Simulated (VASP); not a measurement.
# Hg2O3 (Pn-3m) in VASP: a series of runs

The runs below take Hg2O3 through single point, with PBE.

All numbers are computed with VASP 6.6.1; they aren't measurements. Logs are shortened: lines on timing, memory, paths and dates and some standing lists are left out, and cuts for length are marked.

### 1 The cell of the first run

It takes space group Pn-3m (No. 224, cubic). Conventional cell: a = 5.344 Å, b = 5.344 Å, c = 5.344 Å, α = 90.00°, β = 90.00°, γ = 90.00°. Within 3.1 Å of Hg (site symmetry -3m) lie 6 O at 2.31 Å. O (site symmetry -42m) has 4 Hg at 2.31 Å and 4 O at 2.67 Å within 3.1 Å.

### 2 Single point, PBE

INCAR

```
ALGO     = Normal         # electronic algorithm
EDIFF    = 1E-6           # SCF threshold, eV
ENCUT    = 520            # plane-wave cutoff, eV
GGA      = PE             # functional
ISIF     = 2              # what is computed and relaxed
ISMEAR   = -1             # smearing method
LASPH    = T              # aspherical terms in the spheres
LCHARG   = T              # write CHGCAR
LELF     = T              # ELF
LREAL    = F              # projectors in reciprocal space
LVHAR    = T            
LWAVE    = F              # write WAVECAR
NBANDS   = 53             # bands
NELM     = 80             # most SCF steps
PREC     = Accurate       # precision mode
SIGMA    = 0.06122561905347299 # smearing width, eV
```

KPOINTS

```
k-points
0
Gamma
  7 7 7
```

POSCAR

```
Hg2O3
1.0
    5.3444491896      0.0000000000      0.0000000000
    0.0000000000      5.3444491896      0.0000000000
    0.0000000000      0.0000000000      5.3444491896
Hg O
4 6
Direct
    0.2500000000      0.2500000000      0.2500000000
    0.7500000000      0.7500000000      0.2500000000
    0.7500000000      0.2500000000      0.7500000000
    0.2500000000      0.7500000000      0.7500000000
    0.5000000000      0.0000000000      0.0000000000
    0.0000000000      0.5000000000      0.0000000000
    0.0000000000      0.0000000000      0.5000000000
    0.5000000000      0.5000000000      0.0000000000
    0.5000000000      0.0000000000      0.5000000000
    0.0000000000      0.5000000000      0.5000000000
```

Potentials or basis: VASP PAW PBE potentials, release 64 (Hg, O).

Started as:

```sh
$ cat potpaw_PBE.64/Hg/POTCAR potpaw_PBE.64/O/POTCAR > POTCAR
$ mpirun -np 1 vasp_std > vasp.out
```

OUTCAR:

```text
EDIFF = 1E-6
   ENCUT = 520
   GGA = PE
   ISIF = 2
   ISMEAR = -1
   LASPH = T
   LREAL = F
   NELM = 80
   PREC = Accurate

 ion  position               nearest neighbor table
   1  0.250  0.250  0.250-   5 2.31   6 2.31   7 2.31   8 2.31   9 2.31  10 2.31   2 3.78   3 3.78
                             4 3.78   3 3.78   4 3.78   2 3.78   4 3.78   4 3.78   2 3.78   3 3.78
   2  0.750  0.750  0.250-   5 2.31   6 2.31   7 2.31   8 2.31   9 2.31  10 2.31   1 3.78   3 3.78
                             4 3.78   3 3.78   4 3.78   1 3.78   3 3.78   3 3.78   1 3.78   4 3.78
   3  0.750  0.250  0.750-   5 2.31   6 2.31   7 2.31   8 2.31   9 2.31  10 2.31   1 3.78   2 3.78
                             4 3.78   1 3.78   2 3.78   2 3.78   4 3.78   2 3.78   1 3.78   4 3.78
   4  0.250  0.750  0.750-   5 2.31   6 2.31   7 2.31   8 2.31   9 2.31  10 2.31   1 3.78   2 3.78
                             3 3.78   1 3.78   2 3.78   1 3.78   3 3.78   1 3.78   2 3.78   3 3.78
   5  0.500  0.000  0.000-   1 2.31   2 2.31   3 2.31   4 2.31
   6  0.000  0.500  0.000-   1 2.31   2 2.31   3 2.31   4 2.31
   7  0.000  0.000  0.500-   1 2.31   2 2.31   3 2.31   4 2.31
   8  0.500  0.500  0.000-   1 2.31   2 2.31   3 2.31   4 2.31
   9  0.500  0.000  0.500-   1 2.31   2 2.31   3 2.31   4 2.31
  10  0.000  0.500  0.500-   1 2.31   2 2.31   3 2.31   4 2.31

  LATTYP: Found a simple cubic cell.
 ALAT       =     5.3444491896

  Lattice vectors:

 A1 = (   5.3444491896,   0.0000000000,   0.0000000000)
 A2 = (   0.0000000000,   5.3444491896,   0.0000000000)
 A3 = (   0.0000000000,   0.0000000000,   5.3444491896)

Analysis of symmetry for initial positions (statically):
=====================================================================
 Subroutine PRICEL returns:
 Original cell was already a primitive cell.

 Routine SETGRP: Setting up the symmetry group for a
 simple cubic supercell.

 Subroutine GETGRP returns: Found 48 space group operations
 (whereof 24 operations were pure point group operations)
 out of a pool of 48 trial point group operations.

The static configuration has the point symmetry T_d .
 The point group associated with its full space group is O_h .

Analysis of symmetry for dynamics (positions and initial velocities):
=====================================================================
 Subroutine PRICEL returns:
 Original cell was already a primitive cell.

 Routine SETGRP: Setting up the symmetry group for a
 simple cubic supercell.

 Subroutine GETGRP returns: Found 48 space group operations
 (whereof 24 operations were pure point group operations)
 out of a pool of 48 trial point group operations.

The dynamic configuration has the point symmetry T_d .
 The point group associated with its full space group is O_h .

 Subroutine INISYM returns: Found 48 space group operations
 (whereof 24 operations are pure point group operations),
 and found     1 'primitive' translations

----------------------------------------------------------------------------------------

                                     Primitive cell

  volume of cell :     152.6542

  direct lattice vectors                    reciprocal lattice vectors
     5.344449190  0.000000000  0.000000000     0.187110021  0.000000000  0.000000000
     0.000000000  5.344449190  0.000000000     0.000000000  0.187110021  0.000000000
     0.000000000  0.000000000  5.344449190     0.000000000  0.000000000  0.187110021

  length of vectors
     5.344449190  5.344449190  5.344449190     0.187110021  0.187110021  0.187110021

  position of ions in fractional coordinates (direct lattice)
     0.250000000  0.250000000  0.250000000
     0.750000000  0.750000000  0.250000000
     0.750000000  0.250000000  0.750000000
     0.250000000  0.750000000  0.750000000
     0.500000000  0.000000000  0.000000000
     0.000000000  0.500000000  0.000000000
     0.000000000  0.000000000  0.500000000
     0.500000000  0.500000000  0.000000000
     0.500000000  0.000000000  0.500000000
     0.000000000  0.500000000  0.500000000

  ion indices of the primitive-cell ions
   primitive index   ion index
                 1           1
                 2           2
                 3           3
                 4           4
                 5           5
                 6           6
                 7           7
                 8           8
                 9           9
                10          10

----------------------------------------------------------------------------------------

 KPOINTS: k-points

Automatic generation of k-mesh.
 Grid dimensions read from file:
 generate k-points for:    7    7    7

 Generating k-lattice:

  Cartesian coordinates                     Fractional coordinates (reciprocal lattice)
     0.026730003  0.000000000  0.000000000     0.142857143  0.000000000  0.000000000
     0.000000000  0.026730003  0.000000000     0.000000000  0.142857143  0.000000000
     0.000000000  0.000000000  0.026730003     0.000000000  0.000000000  0.142857143

  Length of vectors
     0.026730003  0.026730003  0.026730003

  Shift w.r.t. Gamma in fractional coordinates (k-lattice)
     0.000000000  0.000000000  0.000000000

 Subroutine IBZKPT returns following result:
 ===========================================

 Found     20 irreducible k-points:

 Following reciprocal coordinates:
            Coordinates               Weight
  0.000000  0.000000  0.000000      1.000000
  0.142857  0.000000  0.000000      6.000000
  0.285714  0.000000  0.000000      6.000000
  0.428571  0.000000  0.000000      6.000000
  0.142857  0.142857  0.000000     12.000000
  0.285714  0.142857  0.000000     24.000000
[... 12 lines left out ...]
  0.428571  0.428571  0.285714     24.000000
  0.428571  0.428571  0.428571      8.000000
   k-points           NKPTS =     20   k-points in BZ     NKDIM =     20   number of bands    NBANDS=     53
   number of dos      NEDOS =    301   number of ions     NIONS =     10
   total plane-waves  NPLWV =  64000
   dimension x,y,z NGX =    40 NGY =   40 NGZ =   40
   dimension x,y,z NGXF=    80 NGYF=   80 NGZF=   80
   ions per type =               4   6
   NGX,Y,Z   is equivalent  to a cutoff of  12.44, 12.44, 12.44 a.u.
   NGXF,Y,Z  is equivalent  to a cutoff of  24.89, 24.89, 24.89 a.u.
 SYSTEM =  unknown system
   PREC   = accura    normal or accurate (medium, high low for compatibility)
   ISTART =      0    job   : 0-new  1-cont  2-samecut
   ICHARG =      2    charge: 1-file 2-atom 10-const
   ISPIN  =      1    spin polarized calculation?
   LNONCOLLINEAR =      F non collinear calculations
   LSORBIT =      F    spin-orbit coupling
   LASPH  =      T    aspherical Exc in radial PAW
   ENCUT  =  520.0 eV  38.22 Ry    6.18 a.u.   9.94  9.94  9.94*2*pi/ulx,y,z
   NELM   =     80;   NELMIN=  2; NELMDL= -5     # of ELM steps
   EDIFF  = 0.1E-05   stopping-criterion for ELM
   LREAL  =      F    real-space projection
   EDIFFG = 0.1E-04   stopping-criterion for IOM
   NSW    =      0    number of steps for IOM
   IBRION =     -1    ionic relax: 0-MD 1-quasi-New 2-CG
   NFREE  =      0    steps in history (QN), initial steepest desc. (CG)
   ISIF   =      2    stress and relaxation
   ISYM   =      2    0-nonsym 1-usesym 2-fastsym
   POTIM  = 0.5000    time-step for ionic-motion
   TEBEG  =    0.0;   TEEND  =   0.0 temperature during run
   PSTRESS=    0.0 pullay stress
   NELECT =      84.0000    total number of electrons
   NUPDOWN=      -1.0000    fix difference up-down
   EMIN   =  10.00;   EMAX   =-10.00  energy-range for DOS
   EFERMI =   0.00;   METHOD = LEGACY
   ISMEAR =    -1;   SIGMA  =   0.06  broadening in eV -4-tet -1-fermi 0-gaus
   EFERMI_NEDOS =   21; number of points for ismear=-14 and -15
   IALGO  =     38    algorithm
   IMIX   =      4    mixing-type and parameters
     AMIX     =   0.40;   BMIX     =  1.00
     AMIX_MAG =   1.60;   BMIX_MAG =  1.00
  volume/ion in A,a.u.               =      15.27       103.02
  Fermi-wavevector in a.u.,A,eV,Ry     =   1.341524  2.535112 24.486208  1.799685
  Thomas-Fermi vector in A             =   2.469750
   LORBIT       =      0    0 simple, 1 ext, 2 COOP (PROOUT), +10 PAW based schemes
   GGA     = PE    functional components
   LHFCALC =     F    Hartree Fock is set to
   AEXX    =    0.0000 exact exchange contribution
   IVDW    =     0    specifies the selected vdW correction
   LEPSILON=     F    determine dielectric tensor
   LRPA    =     F    only Hartree local field effects (RPA)
 non-spin polarized calculation
  energy-cutoff  :      520.00
  volume of cell :      152.65
 maximum number of plane-waves:      4129
 NGX is ok and might be reduce to    40
   NGX = 19   NGY = 19   NGZ = 19

 number of electron      83.9999979 magnetization

 Free energy of the ion-electron system (eV)
  ---------------------------------------------------
  ext. energy  EPLUGINS =         0.00000000
  ---------------------------------------------------
  free energy    TOTEN  =       -28.32541179 eV

  energy without entropy =      -28.13995585  energy(sigma->0) =      -28.23268382

 E-fermi :   1.1628     XC(G=0): -10.3809

 val. band max:        1.1595244525   @ k =   0.2857   0.2857   0.2857
 cond. band min:       1.1820847092   @ k =   0.1429   0.1429   0.0000
 fundamental gap:      0.0225602566
 Fermi energy:         1.1628247983

 k-point     1 :       0.0000    0.0000    0.0000
  band No.  band energies     occupation
      1     -16.9075      2.00000
      2     -16.0991      2.00000
      3     -16.0991      2.00000
      4     -15.7259      2.00000
      5     -15.7259      2.00000
      6     -15.1722      2.00000
[... 45 lines left out ...]
     52      10.9555      0.00000
     53      10.9555      0.00000

 k-point     2 :       0.1429    0.0000    0.0000
  band No.  band energies     occupation
      1     -16.8683      2.00000
      2     -16.1376      2.00000
      3     -16.0818      2.00000
      4     -15.7453      2.00000
      5     -15.7055      2.00000
      6     -15.2121      2.00000
[... 45 lines left out ...]
     52      10.4923      0.00000
     53      10.5246      0.00000

 k-point     3 :       0.2857    0.0000    0.0000
  band No.  band energies     occupation
      1     -16.7570      2.00000
      2     -16.2478      2.00000
      3     -16.0325      2.00000
      4     -15.7999      2.00000
      5     -15.6470      2.00000
      6     -15.3126      2.00000
[... 45 lines left out ...]
     52      10.0735      0.00000
     53      10.0735      0.00000
[... 841 lines left out ...]
 k-point    19 :       0.4286    0.4286    0.2857
  band No.  band energies     occupation
      1     -16.2970      2.00000
      2     -16.2320      2.00000
      3     -16.1124      2.00000
      4     -15.8608      2.00000
      5     -15.7387      2.00000
      6     -15.7026      2.00000
[... 45 lines left out ...]
     52       8.0761      0.00000
     53      11.3922      0.00000

 k-point    20 :       0.4286    0.4286    0.4286
  band No.  band energies     occupation
      1     -16.2168      2.00000
      2     -16.1577      2.00000
      3     -16.1577      2.00000
      4     -15.8236      2.00000
      5     -15.8236      2.00000
      6     -15.7824      2.00000
[... 45 lines left out ...]
     52       7.6589      0.00000
     53      12.0571      0.00000

------------------------ aborting loop because EDIFF is reached ----------------------------------------

  FORCE on cell =-STRESS in cart. coord.  units (eV):
  Direction    XX          YY          ZZ          XY          YZ          ZX
  --------------------------------------------------------------------------------------
  -------------------------------------------------------------------------------------
  Total        1.1665919      1.1665919      1.1665919      0.0000000     -0.0000000     -0.0000000
  in kB       12.2439253     12.2439253     12.2439253      0.0000000     -0.0000000     -0.0000000
  external PRESSURE =      12.2439253 kB  Pullay stress =       0.0000000 kB

 VOLUME and BASIS-vectors are now :
 -----------------------------------------------------------------------------
  energy-cutoff  :      520.00
  volume of cell :      152.65
      direct lattice vectors                 reciprocal lattice vectors
     5.344449190  0.000000000  0.000000000     0.187110021  0.000000000  0.000000000
     0.000000000  5.344449190  0.000000000     0.000000000  0.187110021  0.000000000
     0.000000000  0.000000000  5.344449190     0.000000000  0.000000000  0.187110021

 POSITION                                       TOTAL-FORCE (eV/Angst)
 -----------------------------------------------------------------------------------
      1.33611      1.33611      1.33611        -0.000000     -0.000000      0.000000
      4.00834      4.00834      1.33611         0.000000     -0.000000     -0.000000
      4.00834      1.33611      4.00834        -0.000000     -0.000000     -0.000000
      1.33611      4.00834      4.00834         0.000000      0.000000     -0.000000
      2.67222      0.00000      0.00000        -0.000000      0.000000      0.000000
      0.00000      2.67222      0.00000        -0.000000      0.000000      0.000000
      0.00000      0.00000      2.67222         0.000000      0.000000      0.000000
      2.67222      2.67222      0.00000        -0.000000     -0.000000      0.000000
      2.67222      0.00000      2.67222        -0.000000      0.000000     -0.000000
      0.00000      2.67222      2.67222        -0.000000      0.000000      0.000000
 -----------------------------------------------------------------------------------
    total drift:                               -0.000000      0.000000     -0.000000

  FREE ENERGIE OF THE ION-ELECTRON SYSTEM (eV)
  ---------------------------------------------------
  free  energy   TOTEN  =       -28.3254117890 eV

  energy  without entropy=      -28.1399558503  energy(sigma->0) =      -28.23268382
```

Wall time 3.1 min (1 thread of Intel Xeon 8259CL, shared host); peak memory 0.31 GiB.

What came out:

```yaml
Free_energy: -28.3254 eV
Pressure: 1.2 GPa
Band_gap_on_the_k_mesh: zero (bands 42 and 43 overlap by 0.10 eV)
```

Caveat: semilocal functionals underestimate gaps, so a narrow gap can read as zero; spin-orbit coupling is left out, which moves the levels of the heavy elements.

### 3 Single point, PBE

This run uses another cell than the first one, of 15.57 Å³/atom.

INCAR

```
PREC     = Accurate       # precision mode
ENCUT    = 520            # plane-wave cutoff, eV
EDIFF    = 1E-6           # SCF threshold, eV
ISMEAR   = -1             # smearing method
SIGMA    = 0.06122561905347299 # smearing width, eV
LREAL    = F              # projectors in reciprocal space
LASPH    = T              # aspherical terms in the spheres
NELM     = 60             # most SCF steps
ALGO     = Normal         # electronic algorithm
ISIF     = 2              # what is computed and relaxed
LWAVE    = F              # write WAVECAR
LCHARG   = F              # write CHGCAR
GGA      = PE             # functional
NBANDS   = 53             # bands
```

KPOINTS

```
regular mesh
0
Gamma
  7 7 7
```

Changes to POSCAR since step 2:

```diff
@@ -2,5 +2,5 @@
 1.0
-    5.3444491896      0.0000000000      0.0000000000
-    0.0000000000      5.3444491896      0.0000000000
-    0.0000000000      0.0000000000      5.3444491896
+    5.3798439243      0.0000000000      0.0000000000
+    0.0000000000      5.3798439243      0.0000000000
+    0.0000000000      0.0000000000      5.3798439243
 Hg O
```

Potentials or basis: VASP PAW PBE potentials, release 64 (Hg, O).

Started as:

```sh
$ cat potpaw_PBE.64/Hg/POTCAR potpaw_PBE.64/O/POTCAR > POTCAR
$ mpirun -np 1 vasp_std > vasp.out
```

Wall time 3.6 min (1 thread of Intel Xeon 8259CL, shared host); peak memory 0.31 GiB.

Results (log left out):

| Item | Value |
| --- | --- |
| Free energy | -28.3332 eV |
| Pressure | -0.8 GPa |
| Band gap on the k mesh | zero (bands 42 and 43 overlap by 0.11 eV) |

Levels at points of the mesh, in eV from the Fermi level:
```tsv
k point	band 39	band 40	band 41	band 42	band 43	band 44	band 45	band 46
(0.00, 0.00, 0.00)	-0.29	0.07	0.07	0.07	0.32	0.32	0.32	2.88
```

Caveat: semilocal functionals underestimate gaps, so a narrow gap can read as zero; spin-orbit coupling is left out, which moves the levels of the heavy elements.

### 4 Single point, PBE

This run uses another cell than the first one, of 15.88 Å³/atom.

INCAR

```
  PREC = Accurate
  ENCUT = 520
  EDIFF = 1E-7
  ISMEAR = -1
  SIGMA = 0.06122561905347299
  LREAL = False
  LASPH = True
  NELM = 100
  ALGO = Normal
  ISIF = 2
  LWAVE = False
  LCHARG = False
  GGA = PE
  NBANDS = 53
```

KPOINTS

```
Automatic mesh
0
Gamma
  7 7 7
```

Changes to POSCAR since step 3:

```diff
@@ -2,5 +2,5 @@
 1.0
-    5.3798439243      0.0000000000      0.0000000000
-    0.0000000000      5.3798439243      0.0000000000
-    0.0000000000      0.0000000000      5.3798439243
+    5.4147789546      0.0000000000      0.0000000000
+    0.0000000000      5.4147789546      0.0000000000
+    0.0000000000      0.0000000000      5.4147789546
 Hg O
```

Started as:

```sh
$ cat potpaw_PBE.64/Hg/POTCAR potpaw_PBE.64/O/POTCAR > POTCAR
$ mpirun -np 1 vasp_std > vasp.out
```

Run time: 3.8 min. Hardware: 1 thread of Intel Xeon 8259CL, shared host; peak memory 0.31 GiB.

It converged, with:

- Free energy: -28.3052 eV
- Pressure: -2.6 GPa
- Band gap on the k mesh: zero (bands 42 and 43 overlap by 0.12 eV)

Levels at points of the mesh, in eV from the Fermi level:
```
           k point  band 39  band 40  band 41  band 42  band 43  band 44  band 45  band 46
(0.00, 0.00, 0.00)    -0.32     0.06     0.06     0.06     0.32     0.32     0.32     2.95
```

Caveat: semilocal functionals underestimate gaps, so a narrow gap can read as zero; spin-orbit coupling is left out, which moves the levels of the heavy elements.

(Part 1 of 2 ends here.)
